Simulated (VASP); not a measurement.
# Ta4O (Pm-3m) in VASP: further runs, part 2 of 2

VASP 6.6.1.

**5. Single point, PBE**

This run uses another cell than the first one, of 15.84 Å³/atom.

INCAR reads:

```
SYSTEM = Ta4O
ALGO     = Normal         ! electronic algorithm
EDIFF    = 1E-6           ! SCF threshold, eV
ENCUT    = 520            ! plane-wave cutoff, eV
GGA      = PE             ! functional
ISIF     = 2              ! what is computed and relaxed
ISMEAR   = 0              ! smearing method
LASPH    = .True.         ! aspherical terms in the spheres
LCHARG   = .False.        ! write CHGCAR
LREAL    = .False.        ! projectors in reciprocal space
LWAVE    = .False.        ! write WAVECAR
NBANDS   = 33             ! bands
NELM     = 80             ! most SCF steps
PREC     = Accurate       ! precision mode
SIGMA    = 0.1            ! smearing width, eV
```

KPOINTS reads:

```
k-points
0
Gamma
  10 10 10
  0 0 0
```

POSCAR reads:

```
Ta4O
1.0
    4.2945891393      0.0000000000      0.0000000000
    0.0000000000      4.2945891393      0.0000000000
    0.0000000000      0.0000000000      4.2945891393
Ta O
4 1
Direct
    0.5000000000      0.0000000000      0.0000000000
    0.0000000000      0.5000000000      0.0000000000
    0.0000000000      0.0000000000      0.5000000000
    0.5000000000      0.5000000000      0.5000000000
    0.0000000000      0.0000000000      0.0000000000
```

Potentials or basis: VASP PAW PBE potentials, release 64 (Ta_pv, O).

Launch:

```
cat potpaw_PBE.64/Ta_pv/POTCAR potpaw_PBE.64/O/POTCAR > POTCAR
mpirun -np 1 vasp_std > vasp.out
```

OUTCAR:

```text
SYSTEM = Ta4O
   EDIFF = 1E-6
   ENCUT = 520
   GGA = PE
   ISIF = 2
   ISMEAR = 0
   LASPH = .True.
   LREAL = .False.
   NELM = 80
   PREC = Accurate

 ion  position               nearest neighbor table
   1  0.500  0.000  0.000-   5 2.15   5 2.15   4 3.04   2 3.04   3 3.04   4 3.04   2 3.04   4 3.04
                             4 3.04   2 3.04   3 3.04   3 3.04   3 3.04   2 3.04
   2  0.000  0.500  0.000-   5 2.15   5 2.15   4 3.04   1 3.04   3 3.04   4 3.04   1 3.04   3 3.04
                             3 3.04   3 3.04   1 3.04   4 3.04   4 3.04   1 3.04
   3  0.000  0.000  0.500-   5 2.15   5 2.15   4 3.04   1 3.04   1 3.04   2 3.04   2 3.04   2 3.04
                             4 3.04   2 3.04   1 3.04   4 3.04   1 3.04   4 3.04
   4  0.500  0.500  0.500-   1 3.04   2 3.04   3 3.04   1 3.04   2 3.04   1 3.04   3 3.04   1 3.04
                             2 3.04   3 3.04   2 3.04   3 3.04
   5  0.000  0.000  0.000-   1 2.15   2 2.15   3 2.15   3 2.15   2 2.15   1 2.15

  LATTYP: Found a simple cubic cell.
 ALAT       =     4.2945891393

  Lattice vectors:

 A1 = (   4.2945891393,   0.0000000000,   0.0000000000)
 A2 = (   0.0000000000,   4.2945891393,   0.0000000000)
 A3 = (   0.0000000000,   0.0000000000,   4.2945891393)

Analysis of symmetry for initial positions (statically):
=====================================================================
 Subroutine PRICEL returns:
 Original cell was already a primitive cell.

 Routine SETGRP: Setting up the symmetry group for a
 simple cubic supercell.

 Subroutine GETGRP returns: Found 48 space group operations
 (whereof 48 operations were pure point group operations)
 out of a pool of 48 trial point group operations.

The static configuration has the point symmetry O_h .

Analysis of symmetry for dynamics (positions and initial velocities):
=====================================================================
 Subroutine PRICEL returns:
 Original cell was already a primitive cell.

 Routine SETGRP: Setting up the symmetry group for a
[... 134 lines left out ...]
  Fermi-wavevector in a.u.,A,eV,Ry     =   1.404354  2.653844 26.833542  1.972210
  Thomas-Fermi vector in A             =   2.526924
   LORBIT       =      0    0 simple, 1 ext, 2 COOP (PROOUT), +10 PAW based schemes
   GGA     = PE    functional components
   LHFCALC =     F    Hartree Fock is set to
   AEXX    =    0.0000 exact exchange contribution
   IVDW    =     0    specifies the selected vdW correction
   LEPSILON=     F    determine dielectric tensor
   LRPA    =     F    only Hartree local field effects (RPA)
 non-spin polarized calculation
 Gauss-broadening in eV      SIGMA  =   0.10
  energy-cutoff  :      520.00
  volume of cell :       79.21
 maximum number of plane-waves:      2176
 NGX is ok and might be reduce to    32
   NGX = 15   NGY = 15   NGZ = 15

 number of electron      49.9999987 magnetization

 Free energy of the ion-electron system (eV)
  ---------------------------------------------------
  ext. energy  EPLUGINS =         0.00000000
  ---------------------------------------------------
  free energy    TOTEN  =       -54.94143037 eV

  energy without entropy =      -54.91274926  energy(sigma->0) =      -54.92708981

 E-fermi :   6.4542     XC(G=0): -12.5759

 val. band max:        6.4523604688   @ k =   0.2000   0.2000   0.1000
 cond. band min:       6.4542917081   @ k =   0.4000   0.1000   0.0000
 fundamental gap:      0.0019312394
 Fermi energy:         6.4542165051

 k-point     1 :       0.0000    0.0000    0.0000
  band No.  band energies     occupation
      1     -28.8813      2.00000
      2     -28.8813      2.00000
      3     -28.8813      2.00000
      4     -28.2415      2.00000
      5     -28.2415      2.00000
      6     -28.2415      2.00000
[... 853 lines left out ...]
     32       9.6164      0.00000
     33       9.7743      0.00000

 [... further k-points ...]

------------------------ aborting loop because EDIFF is reached ----------------------------------------

  FORCE on cell =-STRESS in cart. coord.  units (eV):
  Direction    XX          YY          ZZ          XY          YZ          ZX
  --------------------------------------------------------------------------------------
  -------------------------------------------------------------------------------------
  Total        0.1191894      0.1191894      0.1191894      0.0000000     -0.0000000     -0.0000000
  in kB        2.4109230      2.4109230      2.4109230      0.0000000     -0.0000000     -0.0000000
  external PRESSURE =       2.4109230 kB  Pullay stress =       0.0000000 kB

 VOLUME and BASIS-vectors are now :
 -----------------------------------------------------------------------------
  energy-cutoff  :      520.00
  volume of cell :       79.21
      direct lattice vectors                 reciprocal lattice vectors
     4.294589139  0.000000000  0.000000000     0.232851145  0.000000000  0.000000000
     0.000000000  4.294589139  0.000000000     0.000000000  0.232851145  0.000000000
     0.000000000  0.000000000  4.294589139     0.000000000  0.000000000  0.232851145

 POSITION                                       TOTAL-FORCE (eV/Angst)
 -----------------------------------------------------------------------------------
      2.14729      0.00000      0.00000         0.000000      0.000000      0.000000
      0.00000      2.14729      0.00000         0.000000      0.000000      0.000000
      0.00000      0.00000      2.14729         0.000000      0.000000      0.000000
      2.14729      2.14729      2.14729         0.000000      0.000000      0.000000
      0.00000      0.00000      0.00000         0.000000      0.000000      0.000000
 -----------------------------------------------------------------------------------
    total drift:                                0.000000      0.000000     -0.000000

  FREE ENERGIE OF THE ION-ELECTRON SYSTEM (eV)
  ---------------------------------------------------
  free  energy   TOTEN  =       -54.9414303665 eV

  energy  without entropy=      -54.9127492617  energy(sigma->0) =      -54.92708981
```

Run time: 2.5 min. Hardware: 1 thread of Intel Xeon 8259CL, shared host; peak memory 0.26 GiB.

What came out:

```yaml
Free_energy: -54.9414 eV
Pressure: 0.2 GPa
Band_gap_on_the_k_mesh: zero (bands 25 and 26 overlap by 1.07 eV)
```

Caveat: spin-orbit coupling is left out, which moves the levels of the heavy elements.

**6. Relaxation of cell and atoms, PBE**

This run uses another cell than the first one, of 15.81 Å³/atom.

INCAR reads:

```
PREC = Accurate ; ENCUT = 600
EDIFF = 1E-6 ; ISMEAR = 0
SIGMA = 0.1 ; LREAL = F
LASPH = T ; NELM = 80
ALGO = Normal ; ISIF = 3
LWAVE = F ; LCHARG = F
GGA = PE ; IBRION = 2
NSW = 100 ; EDIFFG = -0.01
```

KPOINTS reads:

```
Automatic mesh
0
Gamma
  10 10 10
```

Changes to POSCAR since step 5:

```diff
@@ -2,5 +2,5 @@
 1.0
-    4.2945891393      0.0000000000      0.0000000000
-    0.0000000000      4.2945891393      0.0000000000
-    0.0000000000      0.0000000000      4.2945891393
+    4.2913965184      0.0000000000      0.0000000000
+    0.0000000000      4.2913965184      0.0000000000
+    0.0000000000      0.0000000000      4.2913965184
 Ta O
```

Potentials or basis: VASP PAW PBE potentials, release 64 (Ta_pv, O).

Launch:

```
cat potpaw_PBE.64/Ta_pv/POTCAR potpaw_PBE.64/O/POTCAR > POTCAR
mpirun -np 1 vasp_std > vasp.out
```

OUTCAR:

```text
PREC = Accurate
   ENCUT = 600
   EDIFF = 1E-6
   ISMEAR = 0
   LREAL = F
   LASPH = T
   NELM = 80
   ISIF = 3
   GGA = PE
   IBRION = 2
   NSW = 100
   EDIFFG = -0.01

 ion  position               nearest neighbor table
   1  0.500  0.000  0.000-   5 2.15   5 2.15   4 3.03   2 3.03   3 3.03   4 3.03   2 3.03   4 3.03
                             4 3.03   2 3.03   3 3.03   3 3.03   3 3.03   2 3.03
   2  0.000  0.500  0.000-   5 2.15   5 2.15   4 3.03   1 3.03   3 3.03   4 3.03   1 3.03   3 3.03
                             3 3.03   3 3.03   1 3.03   4 3.03   4 3.03   1 3.03
   3  0.000  0.000  0.500-   5 2.15   5 2.15   4 3.03   1 3.03   1 3.03   2 3.03   2 3.03   2 3.03
                             4 3.03   2 3.03   1 3.03   4 3.03   1 3.03   4 3.03
   4  0.500  0.500  0.500-   1 3.03   2 3.03   3 3.03   1 3.03   2 3.03   1 3.03   3 3.03   1 3.03
                             2 3.03   3 3.03   2 3.03   3 3.03
   5  0.000  0.000  0.000-   1 2.15   2 2.15   3 2.15   3 2.15   2 2.15   1 2.15

  LATTYP: Found a simple cubic cell.
 ALAT       =     4.2913965184

  Lattice vectors:

 A1 = (   4.2913965184,   0.0000000000,   0.0000000000)
 A2 = (   0.0000000000,   4.2913965184,   0.0000000000)
 A3 = (   0.0000000000,   0.0000000000,   4.2913965184)

Analysis of symmetry for initial positions (statically):
=====================================================================
 Subroutine PRICEL returns:
 Original cell was already a primitive cell.

 Routine SETGRP: Setting up the symmetry group for a
 simple cubic supercell.

 Subroutine GETGRP returns: Found 48 space group operations
 (whereof 48 operations were pure point group operations)
 out of a pool of 48 trial point group operations.

The static configuration has the point symmetry O_h .

Analysis of symmetry for dynamics (positions and initial velocities):
=====================================================================
 Subroutine PRICEL returns:
 Original cell was already a primitive cell.

 Routine SETGRP: Setting up the symmetry group for a
 simple cubic supercell.

 Subroutine GETGRP returns: Found 48 space group operations
 (whereof 48 operations were pure point group operations)
 out of a pool of 48 trial point group operations.

The dynamic configuration has the point symmetry O_h .

 Subroutine INISYM returns: Found 48 space group operations
 (whereof 48 operations are pure point group operations),
 and found     1 'primitive' translations

----------------------------------------------------------------------------------------

                                     Primitive cell

  volume of cell :      79.0307

  direct lattice vectors                    reciprocal lattice vectors
     4.291396518  0.000000000  0.000000000     0.233024377  0.000000000  0.000000000
     0.000000000  4.291396518  0.000000000     0.000000000  0.233024377  0.000000000
     0.000000000  0.000000000  4.291396518     0.000000000  0.000000000  0.233024377

  length of vectors
     4.291396518  4.291396518  4.291396518     0.233024377  0.233024377  0.233024377

  position of ions in fractional coordinates (direct lattice)
     0.500000000  0.000000000  0.000000000
[... 64 lines left out ...]
  0.300000  0.100000  0.100000     24.000000
 [... further k-points ...]
   k-points           NKPTS =     56   k-points in BZ     NKDIM =     56   number of bands    NBANDS=     30
   number of dos      NEDOS =    301   number of ions     NIONS =      5
   total plane-waves  NPLWV =  46656
   dimension x,y,z NGX =    36 NGY =   36 NGZ =   36
   dimension x,y,z NGXF=    72 NGYF=   72 NGZF=   72
   ions per type =               4   1
   NGX,Y,Z   is equivalent  to a cutoff of  13.95, 13.95, 13.95 a.u.
   NGXF,Y,Z  is equivalent  to a cutoff of  27.89, 27.89, 27.89 a.u.
 SYSTEM =  unknown system
   PREC   = accura    normal or accurate (medium, high low for compatibility)
   ISTART =      0    job   : 0-new  1-cont  2-samecut
   ICHARG =      2    charge: 1-file 2-atom 10-const
   ISPIN  =      1    spin polarized calculation?
   LNONCOLLINEAR =      F non collinear calculations
   LSORBIT =      F    spin-orbit coupling
   LASPH  =      T    aspherical Exc in radial PAW
   ENCUT  =  600.0 eV  44.10 Ry    6.64 a.u.   8.57  8.57  8.57*2*pi/ulx,y,z
   NELM   =     80;   NELMIN=  2; NELMDL= -5     # of ELM steps
   EDIFF  = 0.1E-05   stopping-criterion for ELM
   LREAL  =      F    real-space projection
   EDIFFG = -.1E-01   stopping-criterion for IOM
   NSW    =    100    number of steps for IOM
   IBRION =      2    ionic relax: 0-MD 1-quasi-New 2-CG
   NFREE  =      1    steps in history (QN), initial steepest desc. (CG)
   ISIF   =      3    stress and relaxation
   ISYM   =      2    0-nonsym 1-usesym 2-fastsym
   POTIM  = 0.5000    time-step for ionic-motion
   TEBEG  =    0.0;   TEEND  =   0.0 temperature during run
   PSTRESS=    0.0 pullay stress
   NELECT =      50.0000    total number of electrons
   NUPDOWN=      -1.0000    fix difference up-down
   EMIN   =  10.00;   EMAX   =-10.00  energy-range for DOS
   EFERMI =   0.00;   METHOD = LEGACY
   ISMEAR =     0;   SIGMA  =   0.10  broadening in eV -4-tet -1-fermi 0-gaus
   EFERMI_NEDOS =   21; number of points for ismear=-14 and -15
   IALGO  =     38    algorithm
   IMIX   =      4    mixing-type and parameters
     AMIX     =   0.40;   BMIX     =  1.00
     AMIX_MAG =   1.60;   BMIX_MAG =  1.00
  volume/ion in A,a.u.               =      15.81       106.67
  Fermi-wavevector in a.u.,A,eV,Ry     =   1.405399  2.655818 26.873483  1.975145
  Thomas-Fermi vector in A             =   2.527864
   LORBIT       =      0    0 simple, 1 ext, 2 COOP (PROOUT), +10 PAW based schemes
   GGA     = PE    functional components
   LHFCALC =     F    Hartree Fock is set to
   AEXX    =    0.0000 exact exchange contribution
   IVDW    =     0    specifies the selected vdW correction
   LEPSILON=     F    determine dielectric tensor
   LRPA    =     F    only Hartree local field effects (RPA)
 conjugate gradient relaxation of ions
 non-spin polarized calculation
 Gauss-broadening in eV      SIGMA  =   0.10
  energy-cutoff  :      600.00
  volume of cell :       79.03
 maximum number of plane-waves:      2666
 NGX is ok and might be reduce to    36
   NGX = 17   NGY = 17   NGZ = 17

--------------------------------------- Ionic step        1  -------------------------------------------

 number of electron      49.9999996 magnetization

 Free energy of the ion-electron system (eV)
  ---------------------------------------------------
  ext. energy  EPLUGINS =         0.00000000
  ---------------------------------------------------
  free energy    TOTEN  =       -54.94473436 eV

  energy without entropy =      -54.91607958  energy(sigma->0) =      -54.93040697

------------------------ aborting loop because EDIFF is reached ----------------------------------------

  FORCE on cell =-STRESS in cart. coord.  units (eV):
  Direction    XX          YY          ZZ          XY          YZ          ZX
  --------------------------------------------------------------------------------------
  -------------------------------------------------------------------------------------
  Total        0.3412977      0.3412977      0.3412977      0.0000000      0.0000000      0.0000000
  in kB        6.9190754      6.9190754      6.9190754      0.0000000      0.0000000      0.0000000
  external PRESSURE =       6.9190754 kB  Pullay stress =       0.0000000 kB
[... 65 lines left out ...]
--------------------------------------- Ionic step        3  -------------------------------------------

 number of electron      49.9999995 magnetization

 Free energy of the ion-electron system (eV)
  ---------------------------------------------------
  ext. energy  EPLUGINS =         0.00000000
  ---------------------------------------------------
  free energy    TOTEN  =       -54.94524727 eV

  energy without entropy =      -54.91656143  energy(sigma->0) =      -54.93090435

 E-fermi :   6.4472     XC(G=0): -12.5718

 val. band max:        6.4470331715   @ k =   0.4000   0.1000   0.0000
 cond. band min:       6.4596812896   @ k =   0.2000   0.2000   0.0000
 fundamental gap:      0.0126481181
 Fermi energy:         6.4471585872

 k-point     1 :       0.0000    0.0000    0.0000
  band No.  band energies     occupation
      1     -28.8881      2.00000
      2     -28.8881      2.00000
      3     -28.8881      2.00000
      4     -28.2495      2.00000
      5     -28.2495      2.00000
      6     -28.2495      2.00000
[... 781 lines left out ...]
     29       8.6263      0.00000
     30       9.1722      0.00000

 [... further k-points ...]

------------------------ aborting loop because EDIFF is reached ----------------------------------------

  FORCE on cell =-STRESS in cart. coord.  units (eV):
  Direction    XX          YY          ZZ          XY          YZ          ZX
  --------------------------------------------------------------------------------------
  -------------------------------------------------------------------------------------
  Total       -0.0032472     -0.0032472     -0.0032472      0.0000000     -0.0000000      0.0000000
  in kB       -0.0656337     -0.0656337     -0.0656337      0.0000000     -0.0000000      0.0000000
  external PRESSURE =      -0.0656337 kB  Pullay stress =       0.0000000 kB
[... 20 lines left out ...]
  FREE ENERGIE OF THE ION-ELECTRON SYSTEM (eV)
  ---------------------------------------------------
  free  energy   TOTEN  =       -54.9452472666 eV

  energy  without entropy=      -54.9165614296  energy(sigma->0) =      -54.93090435

 reached required accuracy - stopping structural energy minimisation
```

OSZICAR:

```text
N       E                     dE             d eps       ncg     rms          rms(c)
DAV:   1     0.510571987041E+03    0.51057E+03   -0.30234E+04  3360   0.193E+03
DAV:   2    -0.289029744552E+02   -0.53947E+03   -0.52822E+03  3626   0.527E+02
DAV:   3    -0.575677794790E+02   -0.28665E+02   -0.27783E+02  4346   0.101E+02
[... 24 lines left out ...]
DAV:   3    -0.549451957981E+02    0.23987E-02   -0.91172E-03  3756   0.707E-01    0.105E-01
DAV:   4    -0.549452174762E+02   -0.21678E-04   -0.27798E-04  4112   0.146E-01    0.731E-02
DAV:   5    -0.549452322262E+02   -0.14750E-04   -0.52039E-05  4326   0.546E-02    0.446E-02
DAV:   6    -0.549452464214E+02   -0.14195E-04   -0.37272E-05  4034   0.487E-02    0.796E-03
DAV:   7    -0.549452472666E+02   -0.84518E-06   -0.47847E-06  3362   0.176E-02
   3 F= -.54945247E+02 E0= -.54930904E+02  d E =-.512902E-03
```

Run time: 8 min. Hardware: 1 thread of Intel Xeon 8259CL, shared host; peak memory 0.3 GiB.

Results:

```yaml
Free_energy: -54.9452 eV
Relaxed_volume: 15.85 Å³/atom
Relaxed_cell: a = 4.296 Å, b = 4.296 Å, c = 4.296 Å, α = 90.00°, β = 90.00°, γ = 90.00°
Space_group_after_relaxing_to_0.1_Å: Pm-3m (No. 221)
Energy_gained_by_relaxing: 0.1 meV/atom
Ionic_steps: 3
Pressure_after_relaxing: 0.0 GPa
Band_gap_on_the_k_mesh: zero (bands 25 and 26 overlap by 1.06 eV)
```

Step by step:
```
step  energy change (eV)  largest force (eV/Å)  pressure (GPa)  volume (Å³)
   1              0.0000                0.0000            0.69        79.03
   2              0.0021                0.0000           -1.47        79.81
   3             -0.0005                0.0000           -0.01        79.27
```

Final structure:
```yaml
crystal:
  lattice:
    - [4.29569, 0.00000, 0.00000]
    - [0.00000, 4.29569, 0.00000]
    - [0.00000, 0.00000, 4.29569]
  atoms:
    - { symbol: Ta, position: [0.50000, 0.00000, 0.00000] }
    - { symbol: Ta, position: [0.00000, 0.50000, 0.00000] }
    - { symbol: Ta, position: [0.00000, 0.00000, 0.50000] }
    - { symbol: Ta, position: [0.50000, 0.50000, 0.50000] }
    - { symbol: O, position: [0.00000, 0.00000, 0.00000] }
```

Levels at points of the mesh, in eV from the Fermi level:
```tsv
k point	band 23	band 24	band 25	band 26	band 27	band 28
(0.00, 0.00, 0.00)	-0.25	-0.25	-0.25	2.18	2.18	2.68
(0.50, 0.00, 0.00)	-1.91	-0.58	-0.58	-0.04	0.97	1.41
(0.50, 0.50, 0.00)	-1.57	-1.10	-0.71	-0.71	0.61	1.24
(0.50, 0.50, 0.50)	-0.38	-0.04	-0.04	0.09	0.09	0.09
```

Caveat: spin-orbit coupling is left out, which moves the levels of the heavy elements.

**7. Overview**

```tsv
task	cell	k mesh	cutoff (eV)	gap on the mesh (eV)	pressure (GPa)	relaxed volume (Å³/atom)
single point	a = 4.208 Å, 5 atoms	4 × 4 × 4	520	none	15.5	-
single point	a = 4.291 Å, 5 atoms	4 × 4 × 4	520	none	0.2	-
relaxation of cell and atoms	relaxed from a = 4.208 Å, 5 atoms	4 × 4 × 4	600	none	-0.1	15.82
single point	a = 4.295 Å, 5 atoms	10 × 10 × 10	520	none	0.2	-
relaxation of cell and atoms	relaxed from a = 4.291 Å, 5 atoms	10 × 10 × 10	600	none	0.0	15.85
```

Alike in all rows: level PBE; potentials or basis VASP PAW PBE potentials, release 64 (Ta_pv, O); no spin polarisation; smearing gaussian 0.1 eV.

Caveats: some runs use coarse meshes; spin-orbit coupling is left out, which moves the levels of the heavy elements.

Total energies depend on the potentials used, so only differences within one code and one set of settings carry meaning.

The gap in the log of VASP goes by the Fermi energy; the results here count the filled bands.